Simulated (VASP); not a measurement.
A run of VASP 6.6.1:

Contents of INCAR:

```
SYSTEM = AlC6
PREC = Accurate ; ENCUT = 520
EDIFF = 1E-7 ; ISMEAR = 0
SIGMA = 0.1 ; LREAL = .FALSE.
LASPH = .TRUE. ; NELM = 100
ALGO = Normal ; ISIF = 2
LWAVE = .FALSE. ; LCHARG = .FALSE.
GGA = PE ; IVDW = 12
NBANDS = 22
```

KPOINTS

```
Automatic mesh
0
G
  6 6 6
  0 0 0
```

The input POSCAR:

```
AlC6
1.0
    4.2539479900      0.0000000000      0.0000000000
   -2.1269739900      3.6840270200      0.0000000000
    0.0000000000      0.0000000000      3.0161068800
Al C
1 6
Direct
    0.0000000000      0.0000000000      0.5000000000
    0.6666666700      0.0000000000      0.0000000000
    0.3333333300      0.3333333300      0.0000000000
    0.0000000000      0.6666666700      0.0000000000
    0.3333333300      0.0000000000      0.0000000000
    0.0000000000      0.3333333300      0.0000000000
    0.6666666700      0.6666666700      0.0000000000
```

Potentials or basis: VASP PAW PBE potentials, release 64 (Al, C).

Command:

```console
$ cat potpaw_PBE.64/Al/POTCAR potpaw_PBE.64/C/POTCAR > POTCAR
$ mpirun -np 1 vasp_std > vasp.out
```

Hardware: 1 thread of AMD EPYC 9R45 96-Core Processor (Zen 5), with other jobs on the host.

Q: How long does it take, and how much memory?

A: Wall time 22 s on 1 thread of AMD EPYC 9R45 96-Core Processor (Zen 5) (shared host), peak memory 0.15 GiB. Counts: scf iterations 14, k points 28.
